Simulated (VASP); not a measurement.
A run of VASP 6.6.1 is set up as follows.

File INCAR:

```
SYSTEM = HfN
ALGO = Normal
EDIFF = 1E-8
ENCUT = 600
GGA = PS
IBRION = 6
ISIF = 3
ISMEAR = 0
LASPH = .True.
LCHARG = .False.
LREAL = .False.
LWAVE = .False.
NBANDS = 23
NELM = 60
NFREE = 2
NSW = 1
POTIM = 0.015
PREC = Accurate
SIGMA = 0.05
```

Contents of KPOINTS:

```
k-points
0
Gamma
  10 10 8
  0 0 0
```

POSCAR

```
HfN
1.0
    3.1241248300      0.0000000000      0.0000000000
   -1.5620624150      2.7055714674      0.0000000000
    0.0000000000      0.0000000000      5.6135424941
Hf N
2 2
Direct
    0.0000000000      0.0000000000      0.0000000000
    0.0000000000      0.0000000000      0.5000000000
    0.3333333333      0.6666666667      0.2500000000
    0.6666666667      0.3333333333      0.7500000000
```

Potentials or basis: VASP PAW PBE potentials, release 64 (Hf_pv, N).

Launch:

```sh
$ cat potpaw_PBE.64/Hf_pv/POTCAR potpaw_PBE.64/N/POTCAR > POTCAR
$ mpirun -np 1 vasp_std > vasp.out
```

(1) What does it give for the Voigt bulk modulus?

(2) Estimate the highest phonon frequency at Γ.

## Answers

(1) 261 GPa.

(2) 471 cm⁻¹.

Caveat: the cell is under stress, which shifts elastic constants; the PAW data sets were made with another functional, which shifts forces and pressure a little.
